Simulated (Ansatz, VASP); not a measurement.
BAs in VASP and in Ansatz

File INCAR:

```
  ALGO = Normal
  EDIFF = 1E-6
  ENCUT = 520
  GGA = PS
  ISIF = 2
  ISMEAR = 0
  LASPH = True
  LCHARG = False
  LREAL = False
  LWAVE = False
  NBANDS = 11
  NELM = 80
  PREC = Accurate
  SIGMA = 0.01
```

KPOINTS

```
k-points
0
Gamma
  6 6 6
```

The input POSCAR:

```
BAs
1.0
    0.0000000000      2.3670773213      2.3670773213
    2.3670773213      0.0000000000      2.3670773213
    2.3670773213      2.3670773213      0.0000000000
B As
1 1
Direct
    0.0000000000      0.0000000000      0.0000000000
    0.2500000000      0.2500000000      0.2500000000
```

Input for Ansatz:

```yaml
crystal:
  lattice:
    - [0.0, 2.3670773213378578, 2.3670773213378578]
    - [2.3670773213378578, 0.0, 2.3670773213378578]
    - [2.3670773213378578, 2.3670773213378578, 0.0]
  atoms:
    - { symbol: B, position: [0.0, 0.0, 0.0] }
    - { symbol: As, position: [0.25, 0.25, 0.25] }
basis:
  ecutwfc: 450.0
kpoints:
  mp_grid:
    grid: [6, 6, 6]
hamiltonian:
  xc: pbesol
  pseudopotentials:
    kind: paw
scf:
  occupations:
    method: fixed
output:
  stress: true
```

Alike in both runs: task single point; functional PBEsol; k mesh 6 × 6 × 6; no spin polarisation.

|  | VASP | Ansatz |
| --- | --- | --- |
| version | VASP 6.6.1 | Ansatz 0.2.0 |
| potentials or method | VASP PAW PBE potentials, release 64 (B, As), cutoff 520 eV | plane waves, PAW |
| occupations | gaussian, width 0.01 eV | fixed |
| valence electrons in the cell | 8 | 18 |

VASP gave:

```
pressure (GPa) : 4.1
```

Problem. Estimate Ansatz's values.

Solution. Pressure (GPa): 3.2.

VASP's potentials were made for PBE, not for PBEsol. VASP's potentials hold 8 valence electrons a cell and Ansatz's 18, so a difference there can come from the potentials and not from the codes.
